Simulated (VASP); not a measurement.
A run of VASP 6.6.1 is set up as follows.

Contents of INCAR:

```
SYSTEM = AlFe
PREC = Accurate ; ENCUT = 520
EDIFF = 1E-6 ; ISMEAR = 0
SIGMA = 0.1 ; LREAL = .False.
LASPH = .True. ; NELM = 150
ALGO = Fast ; ISIF = 2
LWAVE = .False. ; LCHARG = .False.
ISPIN = 2 ; MAGMOM = 0 0.77
LORBIT = 11 ; LMAXMIX = 4
GGA = PS ; NBANDS = 16
```

KPOINTS

```
regular mesh
0
Gamma
  14 14 14
  0 0 0
```

File POSCAR:

```
AlFe
1.0
    2.8743308634      0.0000000000      0.0000000000
    0.0000000000      2.8743308634      0.0000000000
    0.0000000000      0.0000000000      2.8743308634
Al Fe
1 1
Direct
    0.0000000000      0.0000000000      0.0000000000
    0.5000000000      0.5000000000      0.5000000000
```

Potentials or basis: VASP PAW PBE potentials, release 64 (Al, Fe).

The run is started by

```console
$ cat potpaw_PBE.64/Al/POTCAR potpaw_PBE.64/Fe/POTCAR > POTCAR
$ mpirun -np 1 vasp_std > vasp.out
```

(1) What does it give for the net moment?

(2) What does it give for the pressure?

(3) Estimate the site moments.

## Answers

(1) 0.67 μB per cell.

(2) -5.3 GPa.

(3) Al -0.02; Fe +0.71 μB.

Caveat: the cell stands under tension; the PAW data sets were made with another functional, which shifts forces and pressure a little.
